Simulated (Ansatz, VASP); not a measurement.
## WC in VASP and in Ansatz

```xyz
2
Lattice="2.9005 0.0000 0.0000 -1.4503 2.5119 0.0000 0.0000 0.0000 2.8290" Properties=species:S:1:pos:R:3 pbc="T T T"
W     0.0000    0.0000    0.0000
C     1.4503    0.8373    1.4145
```

Alike in both runs: task electric field gradients; functional PBE; k mesh 14 × 14 × 13; occupations fermi-dirac, width 0.05 eV; no spin polarisation.

|  | VASP | Ansatz |
| --- | --- | --- |
| version | VASP 6.6.1 | Ansatz 0.2.0 |
| potentials or method | VASP PAW PBE potentials, release 64 (W_sv, C) | PAW with Ansatz's default frozen-core files, scalar-relativistic |
| plane-wave cutoff (eV) | 520 | 420 |
| valence electrons in the cell | 18 | 18 |

|  | VASP | Ansatz | Ansatz less VASP |
| --- | --- | --- | --- |
| pressure (GPa) | 9.7 | 8.5 | -1.17 |
| traceless stress, the component that is largest in VASP (GPa) | 0.74 | 0.52 | -0.215 |
| size of Vzz on the site where it differs most (V/Å²) | 139.5 | 135.0 | -4.51 |

With one functional, cell and mesh, what is left measures potentials, basis and numerics.

Neither program's run includes spin-orbit coupling.
